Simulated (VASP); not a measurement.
Sn:

```xyz
2
Lattice="0.0000 3.2333 3.2333 3.2333 0.0000 3.2333 3.2333 3.2333 0.0000" Properties=species:S:1:pos:R:3 pbc="T T T"
Sn    4.8500    4.8500    4.8500
Sn    3.2333    3.2333    3.2333
```

| Quantity | Value |
| --- | --- |
| Program | VASP 6.6.1 |
| Task | relaxation of cell and atoms |
| Functional | PBE |
| Dispersion | D4 |
| Potentials or basis | VASP PAW PBE potentials, release 64 (Sn_d) |
| Cutoff | 600 eV |
| k mesh | 7 × 7 × 7 |
| Occupations | fermi-dirac, width 0.05 eV |
| Spin | no spin polarisation |

At the start: pressure 2.0 GPa; volume 33.80 Å³/atom.

**Question.** How do energy, volume and symmetry change on relaxing?

**Answer.** Over 3 steps the energy falls by 9.4 meV/atom and the volume is 35.35 Å³/atom (+4.6 %); space group Fd-3m (No. 227, to 0.05 Å).

The path:
| step | energy change (eV) | largest force (eV/Å) | pressure (GPa) | volume (Å³) |
| --- | --- | --- | --- | --- |
| 1 | 0.0000 | 0.0000 | 2.04 | 67.61 |
| 2 | -0.0164 | 0.0000 | -0.63 | 71.90 |
| 3 | -0.0188 | 0.0000 | -0.01 | 70.71 |

Final structure:
```yaml
crystal:
  lattice:
    - [0.00000, 3.28207, 3.28207]
    - [3.28207, 0.00000, 3.28207]
    - [3.28207, 3.28207, 0.00000]
  atoms:
    - { symbol: Sn, position: [0.75000, 0.75000, 0.75000] }
    - { symbol: Sn, position: [0.50000, 0.50000, 0.50000] }
```

Caveat: pairwise dispersion overbinds metals, which lowers pressure and volume.
